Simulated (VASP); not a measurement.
Input of a VASP 6.6.1 run:

Contents of INCAR:

```
PREC = Accurate
ENCUT = 600
EDIFF = 1E-6
ISMEAR = 0
SIGMA = 0.1
LREAL = False
LASPH = True
NELM = 60
ALGO = Normal
ISIF = 3
LWAVE = False
LCHARG = False
GGA = PE
IBRION = 2
NSW = 100
EDIFFG = -0.01
```

The input KPOINTS:

```
regular mesh
0
Gamma
  8 8 4
```

The input POSCAR:

```
Na5ZrO2
1.0
    4.1890004910      0.0000000000      0.0000000000
    0.0000000000      4.1890004910      0.0000000000
    0.0000000000      0.0000000000     14.1516499797
Na Zr O
5 1 2
Direct
    0.5000000000      0.5000000000      0.0000000000
    0.0000000000      0.0000000000      0.6226285242
    0.0000000000      0.0000000000      0.3773714758
    0.5000000000      0.5000000000      0.7751224198
    0.5000000000      0.5000000000      0.2248775802
    0.0000000000      0.0000000000      0.0000000000
    0.0000000000      0.5000000000     -0.0208336397
    0.5000000000      0.0000000000      1.0208336397
```

Potentials or basis: VASP PAW PBE potentials, release 64 (Na_pv, Zr_sv, O).

Launch:

```console
$ cat potpaw_PBE.64/Na_pv/POTCAR potpaw_PBE.64/Zr_sv/POTCAR potpaw_PBE.64/O/POTCAR > POTCAR
$ mpirun -np 1 vasp_std > vasp.out
```

Problem. Predict the band gap on the k mesh.

Solution. Zero (an odd number of electrons rules out a gap without spin polarisation).

Problem. Predict the relaxed volume.

Solution. 31.08 Å³/atom.

Final structure:
```yaml
crystal:
  lattice:
    - [4.19236, 0.00000, 0.00000]
    - [0.00000, 4.19236, 0.00000]
    - [0.00000, 0.00000, 14.14725]
  atoms:
    - { symbol: Na, position: [0.50000, 0.50000, 0.00000] }
    - { symbol: Na, position: [0.00000, 0.00000, 0.62263] }
    - { symbol: Na, position: [0.00000, 0.00000, 0.37737] }
    - { symbol: Na, position: [0.50000, 0.50000, 0.77512] }
    - { symbol: Na, position: [0.50000, 0.50000, 0.22488] }
    - { symbol: Zr, position: [0.00000, 0.00000, 0.00000] }
    - { symbol: O, position: [0.00000, 0.50000, 0.97911] }
    - { symbol: O, position: [0.50000, 0.00000, 0.02089] }
```

Caveat: an odd number of electrons without spin polarisation forces a metal; a magnetic or distorted state may lie lower.
